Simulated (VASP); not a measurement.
# CdS (Fm-3m) in VASP: further runs

CdS is run at these levels: r2SCAN; tasks: single point, relaxation of cell and atoms.

All numbers are computed with VASP 6.6.1; they aren't measurements. Logs are shortened: lines on timing, memory, paths and dates and some standing lists are left out, and cuts for length are marked.

## 1. The cell of the first run

It takes space group Fm-3m (No. 225, cubic). The conventional cell has a = 5.454 Å, b = 5.454 Å, c = 5.454 Å, α = 90.00°, β = 90.00°, γ = 90.00°. Within 3.6 Å of Cd (site symmetry m-3m) lie 6 S at 2.73 Å. S (site symmetry m-3m) has 6 Cd at 2.73 Å within 3.6 Å.

## 2. Single point, r2SCAN

Input file POSCAR:

```
CdS
1.0
    2.7268809904      2.7268809904      0.0000000000
   -2.7268809904      2.7268809904      0.0000000000
    0.0000000000      2.7268809904      2.7268809904
Cd S
1 1
Direct
    0.0000000000      0.0000000000      0.0000000000
    0.5000000000      0.5000000000      0.0000000000
```

Input file INCAR.step1:

```
SYSTEM = CdS
  PREC = Accurate
  ENCUT = 520
  ISMEAR = 0
  SIGMA = 0.01
  LREAL = .False.
  LASPH = .True.
  NELM = 60
  NBANDS = 16
  GGA = PE
  ALGO = Normal
  EDIFF = 1E-4
  LWAVE = .True.
  LCHARG = .False.
```

Input file INCAR.step2:

```
SYSTEM = CdS
  PREC = Accurate
  ENCUT = 520
  EDIFF = 1E-7
  ISMEAR = 0
  SIGMA = 0.01
  LREAL = .False.
  LASPH = .True.
  NELM = 60
  ALGO = Normal
  ISIF = 2
  LWAVE = .False.
  LCHARG = .True.
  METAGGA = R2SCAN
  LMIXTAU = .True.
  LELF = .True.
  LVHAR = .True.
  NBANDS = 16
  ISTART = 1
```

Input file KPOINTS:

```
regular mesh
0
Gamma
  8 8 8
  0 0 0
```

Potentials or basis: VASP PAW PBE potentials, release 64 (Cd, S).

Run with:

```sh
$ cat potpaw_PBE.64/Cd/POTCAR potpaw_PBE.64/S/POTCAR > POTCAR
$ cp INCAR.step1 INCAR
$ mpirun -np 1 vasp_std > vasp.out
$ cp INCAR.step2 INCAR
$ mpirun -np 1 vasp_std > vasp.out
```

OUTCAR:

```text
SYSTEM = CdS
   PREC = Accurate
   ENCUT = 520
   EDIFF = 1E-7
   ISMEAR = 0
   LREAL = .False.
   LASPH = .True.
   NELM = 60
   ISIF = 2
   METAGGA = R2SCAN
   ISTART = 1

 ion  position               nearest neighbor table
   1  0.000  0.000  0.000-   2 2.73   2 2.73   2 2.73   2 2.73   2 2.73   2 2.73
   2  0.500  0.500  0.000-   1 2.73   1 2.73   1 2.73   1 2.73   1 2.73   1 2.73

  LATTYP: Found a face centered cubic cell.
 ALAT       =     5.4537619808

  Lattice vectors:

 A1 = (   0.0000000000,   2.7268809904,   2.7268809904)
 A2 = (   2.7268809904,   0.0000000000,   2.7268809904)
 A3 = (   2.7268809904,   2.7268809904,   0.0000000000)

Analysis of symmetry for initial positions (statically):
=====================================================================
 Subroutine PRICEL returns:
 Original cell was already a primitive cell.

 Routine SETGRP: Setting up the symmetry group for a
 face centered cubic supercell.

 Subroutine GETGRP returns: Found 48 space group operations
 (whereof 48 operations were pure point group operations)
 out of a pool of 48 trial point group operations.

The static configuration has the point symmetry O_h .

Analysis of symmetry for dynamics (positions and initial velocities):
=====================================================================
 Subroutine PRICEL returns:
 Original cell was already a primitive cell.

 Routine SETGRP: Setting up the symmetry group for a
 face centered cubic supercell.

 Subroutine GETGRP returns: Found 48 space group operations
 (whereof 48 operations were pure point group operations)
 out of a pool of 48 trial point group operations.

The dynamic configuration has the point symmetry O_h .

 Subroutine INISYM returns: Found 48 space group operations
 (whereof 48 operations are pure point group operations),
 and found     1 'primitive' translations

----------------------------------------------------------------------------------------

                                     Primitive cell

  volume of cell :      40.5535

  direct lattice vectors                    reciprocal lattice vectors
     2.726880990  2.726880990  0.000000000     0.183359671  0.183359671 -0.183359671
    -2.726880990  2.726880990  0.000000000    -0.183359671  0.183359671 -0.183359671
     0.000000000  2.726880990  2.726880990     0.000000000  0.000000000  0.366719341

  length of vectors
     3.856392080  3.856392080  3.856392080     0.317588265  0.317588265  0.366719341

  position of ions in fractional coordinates (direct lattice)
     0.000000000  0.000000000  0.000000000
     0.500000000  0.500000000  0.000000000

[... 79 lines left out ...]
   NSW    =      0    number of steps for IOM
   IBRION =     -1    ionic relax: 0-MD 1-quasi-New 2-CG
   NFREE  =      0    steps in history (QN), initial steepest desc. (CG)
   ISIF   =      2    stress and relaxation
   ISYM   =      2    0-nonsym 1-usesym 2-fastsym
   POTIM  = 0.5000    time-step for ionic-motion
   TEBEG  =    0.0;   TEEND  =   0.0 temperature during run
   PSTRESS=    0.0 pullay stress
   NELECT =      18.0000    total number of electrons
   NUPDOWN=      -1.0000    fix difference up-down
   EMIN   =  10.00;   EMAX   =-10.00  energy-range for DOS
   EFERMI =   0.00;   METHOD = LEGACY
   ISMEAR =     0;   SIGMA  =   0.01  broadening in eV -4-tet -1-fermi 0-gaus
   EFERMI_NEDOS =   21; number of points for ismear=-14 and -15
   IALGO  =     38    algorithm
   IMIX   =      4    mixing-type and parameters
     AMIX     =   0.40;   BMIX     =  1.00
     AMIX_MAG =   1.60;   BMIX_MAG =  1.00
  volume/ion in A,a.u.               =      20.28       136.83
  Fermi-wavevector in a.u.,A,eV,Ry     =   1.248790  2.359871 21.217972  1.559477
  Thomas-Fermi vector in A             =   2.382861
   LORBIT       =      0    0 simple, 1 ext, 2 COOP (PROOUT), +10 PAW based schemes
   METAGGA = R2SCAN    functional components
   LHFCALC =     F    Hartree Fock is set to
   AEXX    =    0.0000 exact exchange contribution
   IVDW    =     0    specifies the selected vdW correction
   LEPSILON=     F    determine dielectric tensor
   LRPA    =     F    only Hartree local field effects (RPA)
 non-spin polarized calculation
 Gauss-broadening in eV      SIGMA  =   0.01
  energy-cutoff  :      520.00
  volume of cell :       40.55
 maximum number of plane-waves:      1106
 NGX is ok and might be reduce to    30
   NGX = 15   NGY = 15   NGZ = 15

 number of electron      18.0000003 magnetization

 Free energy of the ion-electron system (eV)
  ---------------------------------------------------
  ext. energy  EPLUGINS =         0.00000000
  ---------------------------------------------------
  free energy    TOTEN  =       -29.52437562 eV

  energy without entropy =      -29.52437562  energy(sigma->0) =      -29.52437562

 E-fermi :   2.7997     XC(G=0): -11.0040

 val. band max:        2.7496365242   @ k =   0.5000   0.0000   0.0000
 cond. band min:       3.4842619422   @ k =   0.5000   0.5000   0.0000
 fundamental gap:      0.7346254180
 Fermi energy:         2.7997449295

 k-point     1 :       0.0000    0.0000    0.0000
  band No.  band energies     occupation
      1     -10.5902      2.00000
      2      -5.1085      2.00000
      3      -5.1085      2.00000
      4      -5.1078      2.00000
      5      -5.1078      2.00000
      6      -5.1078      2.00000
[... 433 lines left out ...]
      3      -5.2086      2.00000
      4      -5.1639      2.00000
      5      -4.8904      2.00000
      6      -4.7906      2.00000
[... 8 lines left out ...]
     15      15.9020      0.00000
     16      18.0602      0.00000

 [... further k-points ...]

------------------------ aborting loop because EDIFF is reached ----------------------------------------

  FORCE on cell =-STRESS in cart. coord.  units (eV):
  Direction    XX          YY          ZZ          XY          YZ          ZX
  --------------------------------------------------------------------------------------
  -------------------------------------------------------------------------------------
  Total        0.1174734      0.1174734      0.1174734      0.0000000      0.0000000     -0.0000000
  in kB        4.6411073      4.6411073      4.6411073      0.0000000      0.0000000     -0.0000000
  external PRESSURE =       4.6411073 kB  Pullay stress =       0.0000000 kB

 VOLUME and BASIS-vectors are now :
 -----------------------------------------------------------------------------
  energy-cutoff  :      520.00
  volume of cell :       40.55
      direct lattice vectors                 reciprocal lattice vectors
     2.726880990  2.726880990  0.000000000     0.183359671  0.183359671 -0.183359671
    -2.726880990  2.726880990  0.000000000    -0.183359671  0.183359671 -0.183359671
     0.000000000  2.726880990  2.726880990     0.000000000  0.000000000  0.366719341

 POSITION                                       TOTAL-FORCE (eV/Angst)
 -----------------------------------------------------------------------------------
      0.00000      0.00000      0.00000        -0.000000      0.000000      0.000000
      0.00000      2.72688      0.00000         0.000000     -0.000000      0.000000
 -----------------------------------------------------------------------------------
    total drift:                               -0.000000     -0.000000      0.000000

  FREE ENERGIE OF THE ION-ELECTRON SYSTEM (eV)
  ---------------------------------------------------
  free  energy   TOTEN  =       -29.5243756228 eV

  energy  without entropy=      -29.5243756228  energy(sigma->0) =      -29.52437562
```

It took 63 s on 1 thread of Intel Xeon Platinum 8488C (Sapphire Rapids), shared host; peak memory 0.17 GiB.

What came out:

- Free energy: -29.5244 eV
- Pressure: 0.5 GPa
- Band gap on the k mesh: 0.73 eV (least direct gap 2.35 eV)

Caveat: the PAW data sets were made with another functional, which shifts forces and pressure a little. A k mesh can miss the band edges.

## 3. Single point, r2SCAN

POSCAR is that of step 2.

Input file INCAR.step1:

```
ALGO = Normal ; EDIFF = 1E-4
ENCUT = 520 ; GGA = PE
ISMEAR = -1 ; LASPH = True
LCHARG = False ; LREAL = False
LWAVE = True ; NBANDS = 16
NELM = 100 ; PREC = Accurate
SIGMA = 0.1
```

Input file INCAR.step2:

```
ALGO = Normal ; EDIFF = 1E-6
ENCUT = 520 ; ISIF = 2
ISMEAR = -1 ; ISTART = 1
LASPH = True ; LCHARG = True
LELF = True ; LMIXTAU = True
LREAL = False ; LVHAR = True
LWAVE = False ; METAGGA = R2SCAN
NBANDS = 16 ; NELM = 100
PREC = Accurate ; SIGMA = 0.1
```

Input file KPOINTS:

```
k-points
0
Gamma
  12 12 12
```

Potentials or basis: VASP PAW PBE potentials, release 64 (Cd, S).

Run with:

```sh
$ cat potpaw_PBE.64/Cd/POTCAR potpaw_PBE.64/S/POTCAR > POTCAR
$ cp INCAR.step1 INCAR
$ mpirun -np 1 vasp_std > vasp.out
$ cp INCAR.step2 INCAR
$ mpirun -np 1 vasp_std > vasp.out
```

OUTCAR:

```text
EDIFF = 1E-6
   ENCUT = 520
   ISIF = 2
   ISMEAR = -1
   ISTART = 1
   LASPH = True
   LREAL = False
   METAGGA = R2SCAN
   NELM = 100
   PREC = Accurate

 ion  position               nearest neighbor table
   1  0.000  0.000  0.000-   2 2.73   2 2.73   2 2.73   2 2.73   2 2.73   2 2.73
   2  0.500  0.500  0.000-   1 2.73   1 2.73   1 2.73   1 2.73   1 2.73   1 2.73

  LATTYP: Found a face centered cubic cell.
 ALAT       =     5.4537619808

  Lattice vectors:

[... 644 lines left out ...]

  FORCE on cell =-STRESS in cart. coord.  units (eV):
  Direction    XX          YY          ZZ          XY          YZ          ZX
  --------------------------------------------------------------------------------------
  -------------------------------------------------------------------------------------
  Total        0.1170870      0.1170870      0.1170870     -0.0000000      0.0000000      0.0000000
  in kB        4.6258393      4.6258393      4.6258393     -0.0000000      0.0000000      0.0000000
  external PRESSURE =       4.6258393 kB  Pullay stress =       0.0000000 kB

 VOLUME and BASIS-vectors are now :
 -----------------------------------------------------------------------------
  energy-cutoff  :      520.00
  volume of cell :       40.55
      direct lattice vectors                 reciprocal lattice vectors
     2.726880990  2.726880990  0.000000000     0.183359671  0.183359671 -0.183359671
    -2.726880990  2.726880990  0.000000000    -0.183359671  0.183359671 -0.183359671
     0.000000000  2.726880990  2.726880990     0.000000000  0.000000000  0.366719341

 POSITION                                       TOTAL-FORCE (eV/Angst)
 -----------------------------------------------------------------------------------
      0.00000      0.00000      0.00000         0.000000     -0.000000      0.000000
      0.00000      2.72688      0.00000        -0.000000      0.000000      0.000000
 -----------------------------------------------------------------------------------
    total drift:                               -0.000000     -0.000000      0.000000

  FREE ENERGIE OF THE ION-ELECTRON SYSTEM (eV)
  ---------------------------------------------------
  free  energy   TOTEN  =       -29.5250286813 eV

  energy  without entropy=      -29.5243842790  energy(sigma->0) =      -29.52470648
```

OSZICAR.step1:

```text
N       E                     dE             d eps       ncg     rms          rms(c)
DAV:   1     0.107164438630E+03    0.10716E+03   -0.93666E+03  2384   0.106E+03
DAV:   2    -0.270174888803E+01   -0.10987E+03   -0.10292E+03  2792   0.256E+02
DAV:   3    -0.642657380083E+01   -0.37248E+01   -0.37188E+01  2872   0.494E+01
DAV:   4    -0.644333041054E+01   -0.16757E-01   -0.16756E-01  2808   0.328E+00
DAV:   5    -0.644349139966E+01   -0.16099E-03   -0.16099E-03  2912   0.309E-01    0.765E+00
DAV:   6    -0.589648134880E+01    0.54701E+00   -0.85284E-01  3088   0.116E+01    0.639E+00
DAV:   7    -0.587176207071E+01    0.24719E-01   -0.16748E-01  2880   0.295E+00    0.330E+00
DAV:   8    -0.587095950617E+01    0.80256E-03   -0.18085E-02  2696   0.167E+00    0.308E-01
DAV:   9    -0.587075677021E+01    0.20274E-03   -0.15807E-03  2952   0.572E-01    0.619E-02
DAV:  10    -0.587080126773E+01   -0.44498E-04   -0.18984E-04  2392   0.142E-01
   1 F= -.58708013E+01 E0= -.58693048E+01  d E =-.299297E-02
```

Wall time 2.3 min (1 thread of Intel Xeon Platinum 8488C (Sapphire Rapids), shared host); peak memory 0.19 GiB.

What came out:

```yaml
Free_energy: -29.5250 eV
Pressure: 0.5 GPa
Band_gap_on_the_k_mesh: 0.73 eV (least direct gap 2.35 eV)
```

Caveat: the PAW data sets were made with another functional, which shifts forces and pressure a little. A k mesh can miss the band edges.

(Part 1 of 2 ends here.)
